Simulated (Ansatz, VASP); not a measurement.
AlPd4: VASP beside Ansatz

```
Al Pd
1.0
    -2.48072    2.48072    3.18117
     2.48072   -2.48072    3.18117
     2.48072    2.48072   -3.18117
Al Pd
1 4
Direct
  0.00000 0.00000 0.00000
  0.72789 0.72789 0.45578
  0.27211 0.27211 0.54422
  0.72789 0.27211 0.00000
  0.27211 0.72789 0.00000
```

Alike in both runs: task relaxation of cell and atoms; functional PBE; k mesh 6 × 6 × 6; occupations gaussian, width 0.1 eV; no spin polarisation.

|  | VASP | Ansatz |
| --- | --- | --- |
| version | VASP 6.6.1 | Ansatz 0.2.0 |
| potentials or method | VASP PAW PBE potentials, release 64 (Al, Pd), cutoff 600 eV | scalar-relativistic, plane waves, PAW |
| valence electrons in the cell | 43 | 75 |

Ansatz gave:

| Property | Result |
| --- | --- |
| gap on the k mesh at the Fermi level, each at its own relaxed structure (eV) | none |
| relaxed volume (Å³/atom) | 18.38 |
| relaxed cell length with the largest relative difference (Å) | 4.948 |

Problem. What did VASP give for the same quantities?

Solution. gap on the k mesh at the Fermi level, each at its own relaxed structure (eV): none; relaxed volume (Å³/atom): 18.39; relaxed cell length with the largest relative difference (Å): 4.950.

A gap of «none» marks a metal or a gap that the smearing closes. VASP's potentials hold 43 valence electrons a cell and Ansatz's 75, so a difference there can come from the potentials and not from the codes.

Noted on VASP's run: the volume moved by over 15 % at a fixed basis, so the end points are rough.
